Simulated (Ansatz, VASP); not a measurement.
## Ta2C3 in VASP and in Ansatz

```xyz
5
Lattice="3.0108 0.0000 0.0000 -1.5054 2.6074 0.0000 0.0000 0.0000 6.4820" Properties=species:S:1:pos:R:3 pbc="T T T"
Ta    0.0000    1.7383    1.3516
Ta    1.5054    0.8691    5.1304
C     0.0000    0.0000    0.0000
C     0.0000    1.7383    3.5252
C     1.5054    0.8691    2.9567
```

Alike in both runs: functional PBE; k mesh 6 × 6 × 4; occupations gaussian, width 0.1 eV; no spin polarisation.

Ansatz relaxed the structure, and its values are those at the end. VASP's run is a single point on that final structure, the one shown.

|  | VASP | Ansatz |
| --- | --- | --- |
| version | VASP 6.6.1 | Ansatz 0.2.0 |
| potentials or method | VASP PAW PBE potentials, release 64 (Ta_pv, C), cutoff 520 eV | scalar-relativistic, plane waves, PAW |
| valence electrons in the cell | 34 | 38 |

|  | VASP | Ansatz | Ansatz less VASP |
| --- | --- | --- | --- |
| gap on the k mesh at the Fermi level (eV) | none | none | - |
| pressure (GPa) | 0.7 | 0.0 | -0.72 |
| rms of the force components (eV/Å) | 0.005 | 0.002 | -0.0033 |

A gap of «none» marks a metal or a gap that the smearing closes. VASP's potentials hold 34 valence electrons a cell and Ansatz's 38, so a difference there can come from the potentials and not from the codes.

The k mesh is coarse, so the values compare programs but aren't converged. Spin-orbit coupling is off throughout.
